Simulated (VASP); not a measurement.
Wanted: the native input for a VASP 6.6.1 run.

| Quantity | Value |
| --- | --- |
| Task | single point |
| Functional | PBE |
| Potentials or basis | VASP PAW PBE potentials, release 64 (Co, Al) |
| Cutoff | 520 eV |
| k mesh | 11 × 11 × 7 |
| Occupations | fermi-dirac, width 0.08 eV |
| Spin | no spin polarisation |
| Dipole correction | no |
| Further INCAR settings | ALGO = Normal; EDIFF = 1e-06; NBANDS = 20 |

The structure of AlCo (NiAs type) lies in POSCAR:

```
AlCo
1.0
    2.5255159869      0.0000000000      0.0000000000
   -1.2627579935      2.1871610024      0.0000000000
    0.0000000000      0.0000000000      7.2201375898
Co Al
2 2
Direct
    0.0000000000      0.0000000000      0.0000000000
    0.0000000000      0.0000000000      0.5000000000
    0.3333333333      0.6666666667      0.2500000000
    0.6666666667      0.3333333333      0.7500000000
```

One way to write it, as run:

INCAR

```
ALGO = Normal
EDIFF = 1E-6
ENCUT = 520
GGA = PE
ISIF = 2
ISMEAR = -1
LASPH = T
LCHARG = T
LELF = T
LREAL = F
LVHAR = T
LWAVE = F
NBANDS = 20
NELM = 80
PREC = Accurate
SIGMA = 0.08
```

KPOINTS

```
k-points
0
Gamma
  11 11 7
```

Potentials or basis: VASP PAW PBE potentials, release 64 (Co, Al).

Run with:

```bash
$ cat potpaw_PBE.64/Co/POTCAR potpaw_PBE.64/Al/POTCAR > POTCAR
$ mpirun -np 1 vasp_std > vasp.out
```

It gave:

| Quantity | Value |
| --- | --- |
| Pressure | 49.8 GPa |
| Band gap on the k mesh | zero (band 12 reaches 13.62 eV, above the bottom of band 13 at 11.74 eV) |

It took 66 s on 1 thread of Intel Xeon 8259CL (shared host), peak memory 0.19 GiB.
